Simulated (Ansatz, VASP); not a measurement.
BiAu in VASP and in Ansatz

```
CELL_PARAMETERS angstrom
0.00000 2.95466 2.95466
2.95466 0.00000 2.95466
2.95466 2.95466 0.00000
ATOMIC_POSITIONS crystal
Au 0.50000 0.50000 0.50000
Bi 0.00000 0.00000 0.00000
```

Alike in both runs: task single point; functional r2SCAN; k mesh 10 × 10 × 10; occupations gaussian, width 0.05 eV; no spin polarisation.

|  | VASP | Ansatz |
| --- | --- | --- |
| version | VASP 6.6.1 | Ansatz 0.2.0 |
| potentials or method | VASP PAW PBE potentials, release 64 (Au, Bi_d), cutoff 520 eV | scalar-relativistic, plane waves, PAW |
| valence electrons in the cell | 26 | 34 |

|  | VASP | Ansatz | Ansatz less VASP |
| --- | --- | --- | --- |
| gap on the k mesh at the Fermi level (eV) | none | none | - |
| pressure (GPa) | -1.1 | -1.1 | -0.01 |

VASP's potentials were made for PBE, not for r2SCAN. A gap of «none» marks a metal or a gap that the smearing closes. VASP's potentials hold 26 valence electrons a cell and Ansatz's 34, so a difference there can come from the potentials and not from the codes.

Neither program's run includes spin-orbit coupling.
